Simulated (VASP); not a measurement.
The system is YVO4 (zircon).

```
Y V O
1.0
    -3.55900    3.55900    3.14450
     3.55900   -3.55900    3.14450
     3.55900    3.55900   -3.14450
Y V O
2 2 8
Cartesian
  0.0000 5.3385 0.7861
  3.5590 -1.7795 2.3584
  0.0000 1.7795 2.3584
  3.5590 1.7795 0.7861
  0.0000 3.0486 1.3326
  3.5590 0.5104 1.8119
  2.2899 1.7795 -0.2396
  1.2691 1.7795 3.3841
  0.0000 0.5104 1.3326
  3.5590 3.0486 1.8119
  4.8281 1.7795 -0.2396
  -1.2691 1.7795 3.3841
```

```yaml
Program: VASP 6.6.1
Task: relaxation of cell and atoms
Functional: LDA
Potentials_or_basis: VASP PAW LDA potentials, release 64 (Y_sv, V_sv, O)
Cutoff: 600 eV
k_mesh: 4 × 4 × 4
Occupations: gaussian, width 0.01 eV
Spin: no spin polarisation
```

At the start: pressure 6.7 GPa; volume 13.28 Å³/atom.

Q: Where does the relaxation end?

A: Over 14 steps the energy falls by 115.3 meV/atom and the volume is 12.79 Å³/atom (-3.7 %); space group I4_1/amd (No. 141, to 0.05 Å).

The path:
| step | energy change (eV) | largest force (eV/Å) | pressure (GPa) | volume (Å³) |
| --- | --- | --- | --- | --- |
| 1 | 0.0000 | 4.2709 | 6.75 | 159.32 |
| 2 | 2.9616 | 4.8164 | -23.01 | 172.56 |
| 3 | -1.0791 | 0.2633 | -8.02 | 163.26 |
| 4 | -1.0831 | 0.3809 | -7.41 | 163.05 |
| 5 | -1.3636 | 0.1938 | 1.25 | 151.85 |
| 6 | -1.3704 | 0.1687 | -0.04 | 153.25 |
| 7 | -1.3771 | 0.1209 | 0.36 | 153.16 |
| 8 | -1.3785 | 0.1641 | 0.65 | 153.10 |
| 9 | -1.3817 | 0.0703 | 0.13 | 153.41 |
| 10 | -1.3822 | 0.0169 | -0.17 | 153.58 |
| 11 | -1.3826 | 0.0095 | -0.10 | 153.51 |
| 12 | -1.3830 | 0.0097 | 0.06 | 153.35 |
| 13 | -1.3831 | 0.0039 | 0.03 | 153.40 |
| 14 | -1.3831 | 0.0013 | 0.02 | 153.42 |

Final structure:
```
Y V O
1.0
    -3.51875    3.51875    3.09781
     3.51875   -3.51875    3.09781
     3.51875    3.51875   -3.09781
Y V O
2 2 8
Cartesian
  0.0000 5.2781 0.7745
  3.5188 -1.7594 2.3234
  0.0000 1.7594 2.3234
  3.5187 1.7594 0.7745
  0.0000 3.0651 1.2342
  3.5187 0.4536 1.8636
  2.2130 1.7594 -0.3147
  1.3057 1.7594 3.4126
  0.0000 0.4536 1.2342
  3.5187 3.0651 1.8636
  4.8245 1.7594 -0.3147
  -1.3057 1.7594 3.4126
```
